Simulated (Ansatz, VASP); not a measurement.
One calculation of In, two programs

Contents of INCAR:

```
SYSTEM = In
  PREC = Accurate
  ENCUT = 520
  EDIFF = 1E-6
  ISMEAR = -1
  SIGMA = 0.05
  LREAL = .False.
  LASPH = .True.
  NELM = 60
  ALGO = Normal
  ISIF = 2
  LWAVE = .False.
  LCHARG = .False.
  GGA = CA
  NBANDS = 12
```

KPOINTS

```
Automatic mesh
0
Gamma
  14 14 14
  0 0 0
```

File POSCAR:

```
In
1.0
    2.9706795802      0.0000000000      0.0000000000
    0.0000000000      2.9706795802      0.0000000000
    0.0000000000      0.0000000000      2.9706795802
In
1
Direct
    0.0000000000      0.0000000000      0.0000000000
```

Input for Ansatz:

```yaml
crystal:
  lattice:
    - [2.9706795802, 0.0, 0.0]
    - [0.0, 2.9706795802, 0.0]
    - [0.0, 0.0, 2.9706795802]
  atoms:
    - { symbol: In, position: [0.0, 0.0, 0.0] }
kpoints:
  mp_grid: { grid: [14, 14, 14] }
  band_path:
    path:
      - [0.0, 0.0, 0.0]
      - [0.0, 0.5, 0.0]
      - [0.5, 0.5, 0.0]
      - [0.0, 0.0, 0.0]
      - [0.5, 0.5, 0.5]
      - [0.0, 0.5, 0.0]
      - [0.5, 0.5, 0.5]
      - [0.5, 0.5, 0.0]
    npoints: 8
scf:
  occupations: { method: fermi_dirac, width: 0.05 }
hamiltonian:
  xc: lda
  pseudopotentials: { kind: paw }
output:
  forces: true
  stress: true
  eigenvalues: true
  populations: true
  dos: { projected: true, de: 0.2, e_range: [-14, 8] }
```

Change from the starting cell: volume scaled by 1, PAW files.

Alike in both runs: task single point; functional LDA; k mesh 14 × 14 × 14; occupations fermi-dirac, width 0.05 eV; no spin polarisation.

|  | VASP | Ansatz |
| --- | --- | --- |
| version | VASP 6.6.1 | Ansatz 0.2.0 |
| potentials or method | VASP PAW LDA potentials, release 64 (In_d) | PAW with Ansatz's default frozen-core files, scalar-relativistic |
| plane-wave cutoff (eV) | 520 | 420 |
| valence electrons in the cell | 13 | 13 |

|  | VASP | Ansatz | Ansatz less VASP |
| --- | --- | --- | --- |
| pressure (GPa) | 0.1 | 0.0 | -0.07 |

LDA's correlation is that of Perdew and Zunger in VASP and of Perdew and Wang (1992) in Ansatz.
